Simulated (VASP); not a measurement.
# C (C2/m) in VASP: single point with r2SCAN

Aim: the single point of C with r2SCAN.

Everything below comes from runs of VASP 6.6.1. Logs are shortened: lines on timing, memory, paths and dates and some standing lists are left out, and cuts for length are marked.

### 1 The cell of the first run

The structure is monoclinic, space group C2/m (No. 12). The conventional cell has a = 4.254 Å, b = 2.456 Å, c = 10.769 Å, α = 90.00°, β = 101.39°, γ = 90.00°. Within 1.9 Å of C (site symmetry m) lie 3 C at 1.42 Å. C (site symmetry m) has 3 C at 1.42 Å within 1.9 Å. Within 1.9 Å of C (site symmetry m) lie 3 C at 1.42 Å.

### 2 Single point, r2SCAN (layers slid over each other)

POSCAR reads:

```
C
1.0
   -2.4558330623      0.0000000000      0.0000000000
   -1.2279165312     -2.1268138194      0.0000000000
   -0.6139582656     -1.0634069097     10.5572328611
C
6
Direct
    0.6666666667      0.5833537857      0.1666257619
    1.0000000000      0.5833537857      0.8332924286
    0.3333333333      0.0833537857      0.4999590952
    0.6666666667      0.2499962143      0.8333409048
    1.0000000000     -0.2500037857      0.5000075714
    0.3333333333      0.2499962143      0.1666742381
```

INCAR.step1 reads:

```
SYSTEM = C
ALGO     = Normal         ! electronic algorithm
EDIFF    = 1E-5           ! SCF threshold, eV
ENCUT    = 660            ! plane-wave cutoff, eV
GGA      = PE             ! functional
GGA_COMPAT= .False.      
ISMEAR   = 0              ! smearing method
ISYM     = 0            
LASPH    = .True.         ! aspherical terms in the spheres
LCHARG   = .False.        ! write CHGCAR
LREAL    = .False.        ! projectors in reciprocal space
LWAVE    = .True.         ! write WAVECAR
NBANDS   = 21             ! bands
NELM     = 120            ! most SCF steps
PREC     = Accurate       ! precision mode
SIGMA    = 0.05           ! smearing width, eV
```

INCAR.step2 reads:

```
SYSTEM = C
ALGO     = Normal         ! electronic algorithm
EDIFF    = 1E-6           ! SCF threshold, eV
ENCUT    = 660            ! plane-wave cutoff, eV
GGA_COMPAT= .False.      
ISIF     = 2              ! what is computed and relaxed
ISMEAR   = 0              ! smearing method
ISTART   = 1            
ISYM     = 0            
LASPH    = .True.         ! aspherical terms in the spheres
LCHARG   = .False.        ! write CHGCAR
LMIXTAU  = .True.       
LREAL    = .False.        ! projectors in reciprocal space
LWAVE    = .False.        ! write WAVECAR
METAGGA  = R2SCAN         ! meta-GGA
NBANDS   = 21             ! bands
NELM     = 120            ! most SCF steps
PREC     = Accurate       ! precision mode
SIGMA    = 0.05           ! smearing width, eV
```

KPOINTS reads:

```
k-points
0
Gamma
  15 15 3
  0 0 0
```

Potentials or basis: VASP PAW PBE potentials, release 64 (C).

Run with:

```console
$ cat potpaw_PBE.64/C/POTCAR > POTCAR
$ cp INCAR.step1 INCAR
$ mpirun -np 1 vasp_std > vasp.out
$ cp INCAR.step2 INCAR
$ mpirun -np 1 vasp_std > vasp.out
```

OUTCAR:

```text
SYSTEM = C
   EDIFF = 1E-6
   ENCUT = 660
   ISIF = 2
   ISMEAR = 0
   ISTART = 1
   ISYM = 0
   LASPH = .True.
   LREAL = .False.
   METAGGA = R2SCAN
   NELM = 120
   PREC = Accurate

 ion  position               nearest neighbor table
   1  0.667  0.583  0.167-   6 1.42   6 1.42   6 1.42
   2  0.000  0.583  0.833-   4 1.42   4 1.42   4 1.42
   3  0.333  0.083  0.500-   5 1.42   5 1.42   5 1.42
   4  0.667  0.250  0.833-   2 1.42   2 1.42   2 1.42
   5  0.000  0.750  0.500-   3 1.42   3 1.42   3 1.42
   6  0.333  0.250  0.167-   1 1.42   1 1.42   1 1.42

IMPORTANT INFORMATION: All symmetrisations will be switched off!
NOSYMM: (Re-)initialisation of all symmetry stuff for point group C_1.

----------------------------------------------------------------------------------------

                                     Primitive cell

  volume of cell :      55.1415

  direct lattice vectors                    reciprocal lattice vectors
    -2.455833062  0.000000000  0.000000000    -0.407193801  0.235093451  0.000000000
    -1.227916531 -2.126813819  0.000000000     0.000000000 -0.470186902 -0.047360895
    -0.613958266 -1.063406910 10.557232861     0.000000000  0.000000000  0.094721791

  length of vectors
     2.455833062  2.455833062 10.628402735     0.470186902  0.472566161  0.094721791

  position of ions in fractional coordinates (direct lattice)
     0.666666667  0.583353786  0.166625762
     0.000000000  0.583353786  0.833292429
     0.333333333  0.083353786  0.499959095
     0.666666667  0.249996214  0.833340905
     0.000000000  0.749996214  0.500007571
     0.333333333  0.249996214  0.166674238

  ion indices of the primitive-cell ions
   primitive index   ion index
                 1           1
                 2           2
                 3           3
                 4           4
                 5           5
                 6           6

----------------------------------------------------------------------------------------

 KPOINTS: k-points

Automatic generation of k-mesh.
 Grid dimensions read from file:
 generate k-points for:   15   15    3

 Generating k-lattice:

  Cartesian coordinates                     Fractional coordinates (reciprocal lattice)
    -0.027146253  0.015672897  0.000000000     0.066666667  0.000000000  0.000000000
     0.000000000 -0.031345793 -0.003157393     0.000000000  0.066666667  0.000000000
     0.000000000  0.000000000  0.031573930     0.000000000  0.000000000  0.333333333

  Length of vectors
     0.031345793  0.031504411  0.031573930

  Shift w.r.t. Gamma in fractional coordinates (k-lattice)
     0.000000000  0.000000000  0.000000000

 -----------------------------------------------------------------------------
|                                                                             |
|           W    W    AA    RRRRR   N    N  II  N    N   GGGG   !!!           |
|           W    W   A  A   R    R  NN   N  II  NN   N  G    G  !!!           |
|           W    W  A    A  R    R  N N  N  II  N N  N  G       !!!           |
|           W WW W  AAAAAA  RRRRR   N  N N  II  N  N N  G  GGG   !            |
|           WW  WW  A    A  R   R   N   NN  II  N   NN  G    G                |
|           W    W  A    A  R    R  N    N  II  N    N   GGGG   !!!           |
|                                                                             |
|     Your reciprocal lattice and k-lattice belong to different lattice       |
|     classes:                                                                |
|                                                                             |
|        The reciprocal lattice is body-centered orthorhombic,                |
|        whereas your k-lattice is base-centered monoclinic.                  |
|                                                                             |
|     Results are often still useful ...                                      |
|                                                                             |
 -----------------------------------------------------------------------------

 WARNING: IBZKPT: internal override: KBLOWUP is changed to .FALSE.
      ... skipping the blow-up phase ...

 Subroutine IBZKPT returns following result:
 ===========================================

 Found    338 irreducible k-points:

 Following reciprocal coordinates:
            Coordinates               Weight
  0.000000  0.000000  0.000000      1.000000
  0.066667 -0.000000 -0.000000      2.000000
  0.133333 -0.000000 -0.000000      2.000000
  0.200000 -0.000000 -0.000000      2.000000
  0.266667 -0.000000 -0.000000      2.000000
  0.333333 -0.000000 -0.000000      2.000000
[... 16 lines left out ...]
 -0.066667  0.066667  0.000000      2.000000
  0.000000  0.133333  0.000000      2.000000
 [... further k-points ...]
   k-points           NKPTS =    338   k-points in BZ     NKDIM =    338   number of bands    NBANDS=     21
   number of dos      NEDOS =    301   number of ions     NIONS =      6
   total plane-waves  NPLWV =  51840
   dimension x,y,z NGX =    24 NGY =   24 NGZ =   90
   dimension x,y,z NGXF=    48 NGYF=   48 NGZF=  180
   ions per type =               6
   NGX,Y,Z   is equivalent  to a cutoff of  16.25, 16.25, 14.08 a.u.
   NGXF,Y,Z  is equivalent  to a cutoff of  32.49, 32.49, 28.16 a.u.
 SYSTEM =  C
   PREC   = accura    normal or accurate (medium, high low for compatibility)
   ISTART =      1    job   : 0-new  1-cont  2-samecut
   ICHARG =      0    charge: 1-file 2-atom 10-const
   ISPIN  =      1    spin polarized calculation?
   LNONCOLLINEAR =      F non collinear calculations
   LSORBIT =      F    spin-orbit coupling
   LASPH  =      T    aspherical Exc in radial PAW
   ENCUT  =  660.0 eV  48.51 Ry    6.96 a.u.   5.14  5.14 22.26*2*pi/ulx,y,z
   NELM   =    120;   NELMIN=  2; NELMDL=  0     # of ELM steps
   EDIFF  = 0.1E-05   stopping-criterion for ELM
   LREAL  =      F    real-space projection
   EDIFFG = 0.1E-04   stopping-criterion for IOM
   NSW    =      0    number of steps for IOM
   IBRION =     -1    ionic relax: 0-MD 1-quasi-New 2-CG
   NFREE  =      0    steps in history (QN), initial steepest desc. (CG)
   ISIF   =      2    stress and relaxation
   ISYM   =      0    0-nonsym 1-usesym 2-fastsym
   POTIM  = 0.5000    time-step for ionic-motion
   TEBEG  =    0.0;   TEEND  =   0.0 temperature during run
   PSTRESS=    0.0 pullay stress
   NELECT =      24.0000    total number of electrons
   NUPDOWN=      -1.0000    fix difference up-down
   EMIN   =  10.00;   EMAX   =-10.00  energy-range for DOS
   EFERMI =   0.00;   METHOD = LEGACY
   ISMEAR =     0;   SIGMA  =   0.05  broadening in eV -4-tet -1-fermi 0-gaus
   EFERMI_NEDOS =   21; number of points for ismear=-14 and -15
   IALGO  =     38    algorithm
   IMIX   =      4    mixing-type and parameters
     AMIX     =   0.40;   BMIX     =  1.00
     AMIX_MAG =   1.60;   BMIX_MAG =  1.00
  volume/ion in A,a.u.               =       9.19        62.02
  Fermi-wavevector in a.u.,A,eV,Ry     =   1.240659  2.344506 20.942561  1.539235
  Thomas-Fermi vector in A             =   2.375090
   LORBIT       =      0    0 simple, 1 ext, 2 COOP (PROOUT), +10 PAW based schemes
   METAGGA = R2SCAN    functional components
   LHFCALC =     F    Hartree Fock is set to
   AEXX    =    0.0000 exact exchange contribution
   IVDW    =     0    specifies the selected vdW correction
   LEPSILON=     F    determine dielectric tensor
   LRPA    =     F    only Hartree local field effects (RPA)
 non-spin polarized calculation
 Gauss-broadening in eV      SIGMA  =   0.05
  energy-cutoff  :      660.00
  volume of cell :       55.14
 maximum number of plane-waves:      2143
 NGX is ok and might be reduce to    24
   NGX = 11   NGY = 11   NGZ = 45

 number of electron      23.9999997 magnetization

 Free energy of the ion-electron system (eV)
  ---------------------------------------------------
  ext. energy  EPLUGINS =         0.00000000
  ---------------------------------------------------
  free energy    TOTEN  =       -59.65928884 eV

  energy without entropy =      -59.65915213  energy(sigma->0) =      -59.65922049

 E-fermi :   4.2745     XC(G=0): -10.8010

 val. band max:        4.2176377968   @ k =   0.3333  -0.3333   0.3333
 cond. band min:       4.3312971279   @ k =   0.3333  -0.3333   0.3333
 fundamental gap:      0.1136593311
 Fermi energy:         4.2745249552

 k-point     1 :       0.0000    0.0000    0.0000
  band No.  band energies     occupation
      1     -16.6632      2.00000
      2     -16.5137      2.00000
      3     -16.5122      2.00000
      4      -4.2413      2.00000
      5      -4.2374      2.00000
      6      -3.0124      2.00000
[... 13 lines left out ...]
     20      13.0241      0.00000
     21      13.0288      0.00000

 k-point     2 :       0.0667   -0.0000   -0.0000
  band No.  band energies     occupation
      1     -16.5508      2.00000
      2     -16.4023      2.00000
      3     -16.4008      2.00000
      4      -4.1067      2.00000
      5      -4.1028      2.00000
      6      -2.8827      2.00000
[... 13 lines left out ...]
     20      13.5050      0.00000
     21      13.5098      0.00000

 k-point     3 :       0.1333   -0.0000   -0.0000
  band No.  band energies     occupation
      1     -16.2146      2.00000
      2     -16.0690      2.00000
      3     -16.0674      2.00000
      4      -3.7049      2.00000
      5      -3.7006      2.00000
      6      -2.4963      2.00000
[... 13 lines left out ...]
     20      14.8356      0.00000
     21      14.8422      0.00000

 k-point     4 :       0.2000   -0.0000   -0.0000
  band No.  band energies     occupation
      1     -15.6570      2.00000
      2     -15.5161      2.00000
      3     -15.5146      2.00000
      4      -3.0424      2.00000
      5      -3.0373      2.00000
      6      -2.2971      2.00000
[... 13 lines left out ...]
     20      13.6986      0.00000
     21      13.9039      0.00000

 k-point     5 :       0.2667   -0.0000   -0.0000
  band No.  band energies     occupation
      1     -14.8829      2.00000
      2     -14.7485      2.00000
      3     -14.7470      2.00000
      4      -4.1608      2.00000
      5      -4.1081      2.00000
      6      -4.1070      2.00000
[... 13 lines left out ...]
     20      14.1994      0.00000
     21      14.2213      0.00000
[... 382 lines left out ...]
     20      13.7339      0.00000
     21      14.0360      0.00000

 k-point    22 :      -0.1333    0.0667    0.0000
  band No.  band energies     occupation
      1     -15.8794      2.00000
      2     -15.7422      2.00000
      3     -15.7303      2.00000
      4      -3.3440      2.00000
      5      -3.2615      2.00000
      6      -2.1159      2.00000
[... 13 lines left out ...]
     20      14.2186      0.00000
     21      14.4277      0.00000

 k-point    23 :      -0.0667    0.0667    0.0000
  band No.  band energies     occupation
      1     -16.3263      2.00000
      2     -16.1854      2.00000
      3     -16.1732      2.00000
      4      -3.8778      2.00000
      5      -3.7929      2.00000
      6      -2.6268      2.00000
[... 13 lines left out ...]
     20      14.2282      0.00000
     21      14.2324      0.00000

 k-point    24 :       0.0000    0.1333    0.0000
  band No.  band energies     occupation
      1     -16.2137      2.00000
      2     -16.0808      2.00000
      3     -16.0565      2.00000
      4      -3.7836      2.00000
      5      -3.6137      2.00000
      6      -2.5051      2.00000
[... 13 lines left out ...]
     20      14.8292      0.00000
     21      14.8428      0.00000

 [... further k-points ...]

------------------------ aborting loop because EDIFF is reached ----------------------------------------

  FORCE on cell =-STRESS in cart. coord.  units (eV):
  Direction    XX          YY          ZZ          XY          YZ          ZX
  --------------------------------------------------------------------------------------
  -------------------------------------------------------------------------------------
  Total        0.1029652      0.0925683     -0.0975930     -0.0090139     -0.0338361      0.0585652
  in kB        2.9917314      2.6896418     -2.8356385     -0.2619047     -0.9831334      1.7016572
  external PRESSURE =       0.9485782 kB  Pullay stress =       0.0000000 kB

 VOLUME and BASIS-vectors are now :
 -----------------------------------------------------------------------------
  energy-cutoff  :      660.00
  volume of cell :       55.14
      direct lattice vectors                 reciprocal lattice vectors
    -2.455833062  0.000000000  0.000000000    -0.407193801  0.235093451  0.000000000
    -1.227916531 -2.126813819  0.000000000     0.000000000 -0.470186902 -0.047360895
    -0.613958266 -1.063406910 10.557232861     0.000000000  0.000000000  0.094721791

 POSITION                                       TOTAL-FORCE (eV/Angst)
 -----------------------------------------------------------------------------------
     -2.45583     -1.41788      1.75911         0.006807     -0.003929      0.015923
     -1.22792     -2.12681      8.79726        -0.007025      0.004055     -0.006733
     -1.22792     -0.70894      5.27818         0.002577     -0.001487      0.001868
     -2.45583     -1.41788      8.79777        -0.006807      0.003930     -0.015937
     -1.22792     -2.12681      5.27870        -0.002577      0.001487     -0.001860
     -1.22792     -0.70894      1.75962         0.007025     -0.004056      0.006739
 -----------------------------------------------------------------------------------
    total drift:                               -0.000000     -0.000001      0.000048

  FREE ENERGIE OF THE ION-ELECTRON SYSTEM (eV)
  ---------------------------------------------------
  free  energy   TOTEN  =       -59.6592888407 eV

  energy  without entropy=      -59.6591521300  energy(sigma->0) =      -59.65922049
```

It took 37 min on 1 thread of Intel Xeon 8259CL, shared host; peak memory 0.5 GiB.

What came out:

| Quantity | Value |
| --- | --- |
| Free energy | -59.6593 eV |
| Pressure | 0.1 GPa |
| Largest force | 0.018 eV/Å |

Forces on the atoms (eV/Å):
```
C    0.007 -0.004  0.016
C   -0.007  0.004 -0.007
C    0.003 -0.001  0.002
C   -0.007  0.004 -0.016
C   -0.003  0.001 -0.002
C    0.007 -0.004  0.007
```

Stress tensor (GPa, compression positive):
```
 0.30 -0.03  0.17
-0.03  0.27 -0.10
 0.17 -0.10 -0.28
```

Caveat: the cell differs from its parent crystal (layers slid over each other); the PAW data sets were made with another functional, which shifts forces and pressure a little.
